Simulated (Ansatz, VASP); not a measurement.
**Nb: VASP beside Ansatz**

```
Nb
1.0
    -1.67497    1.67497    1.67497
     1.67497   -1.67497    1.67497
     1.67497    1.67497   -1.67497
Nb
1
Direct
  0.00000 0.00000 0.00000
```

Change from the starting cell: volume scaled by 1.02.

Alike in both runs: task single point; functional PBEsol; k mesh 11 × 11 × 11; occupations fermi-dirac, width 0.05 eV; no spin polarisation.

|  | VASP | Ansatz |
| --- | --- | --- |
| version | VASP 6.6.1 | Ansatz 0.2.0 |
| potentials or method | VASP PAW PBE potentials, release 64 (Nb_sv), cutoff 500 eV | all-electron LAPW, scalar-relativistic |

Ansatz gave:

```
gap on the k mesh at the Fermi level (eV) : none
pressure (GPa)                            : -10.8
```

Q: Estimate VASP's values.

A: gap on the k mesh at the Fermi level (eV): none; pressure (GPa): -11.1.

VASP's potentials were made for PBE, not for PBEsol. A gap of «none» marks a metal or a gap that the smearing closes. Ansatz ran all-electron here, and VASP with PAW potentials.
